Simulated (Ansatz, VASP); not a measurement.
**TiCo: VASP beside Ansatz**

INCAR

```
  ALGO = Normal
  EDIFF = 1E-6
  ENCUT = 520
  GGA = PS
  ISIF = 2
  ISMEAR = 0
  ISPIN = 2
  LASPH = T
  LCHARG = T
  LELF = T
  LMAXMIX = 4
  LORBIT = 11
  LREAL = F
  LVHAR = T
  LWAVE = F
  MAGMOM = 0 0.4
  NBANDS = 22
  NELM = 150
  PREC = Accurate
  SIGMA = 0.15
```

File KPOINTS:

```
k-points
0
Gamma
  16 16 16
```

The input POSCAR:

```
TiCo
1.0
    2.9861109900      0.0000000000      0.0000000000
    0.0000000000      3.0756943197      0.0000000000
    0.0000000000      0.0000000000      2.9861109900
Ti Co
1 1
Direct
    0.0000000000      0.0000000000      0.0000000000
    0.5000000000      0.5000000000      0.5000000000
```

Input for Ansatz:

```yaml
crystal:
  lattice:
    - [2.98611099, 0.0, 0.0]
    - [0.0, 3.0756943197, 0.0]
    - [0.0, 0.0, 2.98611099]
  atoms:
    - { symbol: Ti, position: [0.0, 0.0, 0.0] }
    - { symbol: Co, position: [0.5, 0.5, 0.5], spin: 0.4 }
basis:
  ecutwfc: 420
kpoints:
  mp_grid: { grid: [16, 16, 16] }
hamiltonian:
  xc: pbesol
scf:
  occupations: { method: gaussian, width: 0.15 }
output:
  forces: true
  stress: true
  eigenvalues: true
  populations: true
magnetization:
  spin_polarized: true
```

Change from the starting cell: strain +0.0300 x Voigt [0, 1, 0, 0, 0, 0], atoms carried along.

Alike in both runs: task single point; functional PBEsol; k mesh 16 × 16 × 16; occupations gaussian, width 0.15 eV; collinear spin.

```csv
,VASP,Ansatz
version,VASP 6.6.1,Ansatz 0.2.0
potentials or method,"VASP PAW PBE potentials, release 64 (Ti_sv, Co), cutoff 520 eV","scalar-relativistic, plane waves, PAW"
valence electrons in the cell,21,29
```

```tsv
	VASP	Ansatz	Ansatz less VASP
gap on the k mesh at the Fermi level (eV)	none	none	-
pressure (GPa)	-14.1	-11.9	+2.20
traceless stress, the component that is largest in VASP (GPa)	-0.89	-2.18	-1.283
net moment per atom (μB)	0.00	0.41	+0.406
size of the moment on the site where the two differ most (μB)	0.00	0.92	+0.921
```

The net moments are unlike, so the other rows may belong to different states. VASP's potentials were made for PBE, not for PBEsol. Site moments also hang on the region over which each program counts them. A gap of «none» marks a metal or a gap that the smearing closes. VASP's potentials hold 21 valence electrons a cell and Ansatz's 29, so a difference there can come from the potentials and not from the codes.
